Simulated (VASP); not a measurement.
A run of VASP 6.6.1 is set up as follows.

File INCAR:

```
SYSTEM = Sr
PREC     = Accurate       ! precision mode
ENCUT    = 520            ! plane-wave cutoff, eV
EDIFF    = 1E-8           ! SCF threshold, eV
ISMEAR   = -1             ! smearing method
SIGMA    = 0.08           ! smearing width, eV
LREAL    = .FALSE.        ! projectors in reciprocal space
LASPH    = .TRUE.         ! aspherical terms in the spheres
NELM     = 100            ! most SCF steps
ALGO     = Normal         ! electronic algorithm
ISIF     = 2              ! what is computed and relaxed
LWAVE    = .FALSE.        ! write WAVECAR
LCHARG   = .FALSE.        ! write CHGCAR
GGA      = CA             ! functional
LEFG     = .TRUE.       
NBANDS   = 17             ! bands
```

File KPOINTS:

```
Automatic mesh
0
G
  10 10 5
  0 0 0
```

The input POSCAR:

```
Sr
1.0
    4.2669002185      0.0000000000      0.0000000000
   -2.1334501093      3.6952439846      0.0000000000
    0.0000000000      0.0000000000      7.0500000000
Sr
2
Direct
    0.3333333333      0.6666666667      0.2500000000
    0.6666666667      0.3333333333      0.7500000000
```

Potentials or basis: VASP PAW LDA potentials, release 64 (Sr_sv).

Command:

```bash
$ cat potpaw_LDA.64/Sr_sv/POTCAR > POTCAR
$ mpirun -np 1 vasp_std > vasp.out
```

Problem. Predict the pressure.

Solution. -1.4 GPa.

Problem. Predict the band gap on the k mesh.

Solution. Zero (band 10 reaches 1.52 eV, above the bottom of band 11 at 1.40 eV).

Stress tensor (GPa, compression positive):
```
-1.35  0.00  0.00
 0.00 -1.35  0.00
 0.00  0.00 -1.48
```

Caveat: the cell differs from its parent crystal (equal xx and yy strain of -1 %); without QUAD_EFG the Cq values of the log hold for a quadrupole moment of 1 mb, not for the nuclei.
